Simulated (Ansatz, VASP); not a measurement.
## Ti2O: VASP beside Ansatz

The input INCAR:

```
SYSTEM = Ti2O
ALGO = Normal
EDIFF = 1E-7
ENCUT = 520
GGA = PS
ISIF = 2
ISMEAR = 0
LASPH = .True.
LCHARG = .False.
LREAL = .False.
LWAVE = .False.
NBANDS = 22
NELM = 60
PREC = Accurate
SIGMA = 0.1
```

File KPOINTS:

```
k-points
0
Gamma
  18 18 8
  0 0 0
```

The input POSCAR:

```
Ti2O
1.0
    2.9193980238      0.0000000000      0.0000000000
   -1.4596990119      2.5282728524      0.0000000000
    0.0000000000      0.0000000000      4.7130000000
Ti O
2 1
Direct
    0.6666666667      0.3333333333      0.2787400000
    0.3333333333      0.6666666667      0.7212600000
    0.0000000000      0.0000000000      0.0000000000
```

Input for Ansatz:

```yaml
crystal:
  lattice:
    - [2.9193980238, 0.0, 0.0]
    - [-1.4596990119, 2.5282728524, 0.0]
    - [0.0, 0.0, 4.713]
  atoms:
    - { symbol: Ti, position: [0.6666666667, 0.3333333333, 0.27874] }
    - { symbol: Ti, position: [0.3333333333, 0.6666666667, 0.72126] }
    - { symbol: O, position: [0.0, 0.0, 0.0] }
basis:
  ecutwfc: 420
kpoints:
  mp_grid: { grid: [18, 18, 8] }
hamiltonian:
  xc: pbesol
scf:
  occupations: { method: gaussian, width: 0.1 }
output:
  forces: true
  stress: true
  eigenvalues: true
```

Alike in both runs: task single point; functional PBEsol; k mesh 18 × 18 × 8; occupations gaussian, width 0.1 eV; no spin polarisation.

|  | VASP | Ansatz |
| --- | --- | --- |
| version | VASP 6.6.1 | Ansatz 0.2.0 |
| potentials or method | VASP PAW PBE potentials, release 64 (Ti_sv, O), cutoff 520 eV | scalar-relativistic, plane waves, PAW |
| valence electrons in the cell | 30 | 30 |

Ansatz gave:

| Item | Value |
| --- | --- |
| gap on the k mesh at the Fermi level (eV) | none |
| pressure (GPa) | 4.4 |
| traceless stress, the component that is largest in VASP (GPa) | 3.14 |
| rms of the force components (eV/Å) | 0.625 |

Q: What did VASP give for the same quantities?

A: gap on the k mesh at the Fermi level (eV): none; pressure (GPa): 4.7; traceless stress, the component that is largest in VASP (GPa): 3.15; rms of the force components (eV/Å): 0.603.

VASP's potentials were made for PBE, not for PBEsol. Atom by atom the forces differ by 0.022 eV/Å (rms over components). A gap of «none» marks a metal or a gap that the smearing closes. With one functional, cell and mesh, what is left measures potentials, basis and numerics.
